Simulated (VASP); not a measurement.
MgBe2Te2O: single point with PBE

MgBe2Te2O:

```
Mg Be Te O
1.0
     4.18221    0.00000    0.00000
    -2.09111    3.62190    0.00000
     0.00000    0.00000    9.61928
Mg Be Te O
1 2 2 1
Direct
  0.00000 0.00000 0.00000
  0.33333 0.66667 0.00000
  0.66667 0.33333 0.00000
  0.00000 0.00000 0.70984
  0.00000 0.00000 0.29016
  0.00000 0.00000 0.50000
```

The cell was generated, and may not be a known phase.

| Item | Value |
| --- | --- |
| Program | VASP 6.6.1 |
| Task | single point |
| Functional | PBE |
| Potentials or basis | VASP PAW PBE potentials, release 64 (Mg, Be, Te, O) |
| Cutoff | 520 eV |
| k mesh | 6 × 6 × 2 |
| Occupations | gaussian, width 0.1 eV |
| Spin | no spin polarisation |
| Dipole correction | no |
| Further INCAR settings | ALGO = Normal; EDIFF = 1e-06; NBANDS = 21 |

```
Pressure               : 0.0 GPa
Largest force          : 0.045 eV/Å
Band gap on the k mesh : zero (bands 12 and 13 overlap by 1.99 eV)
```

Forces on the atoms (eV/Å):
```
Mg   0.000  0.000  0.000
Be   0.000  0.000  0.000
Be   0.000  0.000  0.000
Te   0.000  0.000 -0.045
Te   0.000  0.000  0.045
O    0.000  0.000  0.000
```

Levels at points of the mesh, in eV from the Fermi level:
| k point | band 10 | band 11 | band 12 | band 13 | band 14 | band 15 |
| --- | --- | --- | --- | --- | --- | --- |
| (0.00, 0.00, 0.00) | 0.15 | 0.47 | 0.72 | 0.72 | 0.85 | 0.85 |
| (0.50, 0.00, 0.00) | -1.14 | -0.66 | -0.54 | 0.76 | 0.99 | 1.95 |
| (0.00, 0.00, 0.50) | 0.00 | 0.85 | 0.85 | 0.95 | 0.95 | 2.48 |
| (0.50, 0.00, 0.50) | -1.66 | -1.42 | -0.37 | 0.32 | 0.34 | 2.16 |

Wall time 25 s on 1 thread of Intel(R) Xeon(R) 6975P-C (Granite Rapids), on a shared host, peak memory 0.27 GiB.

Caveat: spin-orbit coupling is left out, which moves the levels of the heavy elements.
